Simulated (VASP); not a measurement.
Wanted: the native input for a VASP 6.6.1 run.

```yaml
Task: single point
Functional: PBE
Potentials_or_basis: VASP PAW PBE potentials, release 64 (Li_sv, Sb)
Cutoff: 520 eV
k_mesh: 8 × 8 × 8
Occupations: gaussian, width 0.1229 eV
Spin: no spin polarisation
Dipole_correction: no
Further_INCAR_settings: ALGO = Normal; EDIFF = 1e-06; NBANDS = 22
```

The structure of LiSb2 lies in POSCAR:

```
LiSb2
1.0
    0.0000000000      2.7643230000      4.7229800000
    0.0000000000     -2.7643230000      4.7229800000
    4.8713630000      2.7643230000      0.0000000000
Li Sb
2 4
Direct
    0.0000000000      0.0000000000      0.0000000000
    0.2500000000      0.2500000000      0.5000000000
    0.6670000000      0.3330000000      0.6660000000
    0.3330000000      0.6670000000      0.3340000000
    0.5830000000      0.9170000000      0.8340000000
    0.9170000000      0.5830000000      0.1660000000
```

These files were run (other wordings do the same):

INCAR

```
SYSTEM = LiSb2
ALGO = Normal ; EDIFF = 1E-6
ENCUT = 520 ; GGA = PE
ISIF = 2 ; ISMEAR = 0
LASPH = .True. ; LCHARG = .False.
LREAL = .False. ; LWAVE = .False.
NBANDS = 22 ; NELM = 80
PREC = Accurate ; SIGMA = 0.1229
```

KPOINTS

```
k-points
0
Gamma
  8 8 8
  0 0 0
```

Potentials or basis: VASP PAW PBE potentials, release 64 (Li_sv, Sb).

Run with:

```console
$ cat potpaw_PBE.64/Li_sv/POTCAR potpaw_PBE.64/Sb/POTCAR > POTCAR
$ mpirun -np 1 vasp_std > vasp.out
```

Results of the run:

* Largest force: 0.419 eV/Å
* Band gap on the k mesh: zero (bands 13 and 14 overlap by 2.64 eV)

Caveat: spin-orbit coupling is left out, which moves the levels of the heavy elements.

Wall time 2.5 min on 1 thread of AMD EPYC 7R13 Processor (Zen 3) (shared host), peak memory 0.35 GiB.
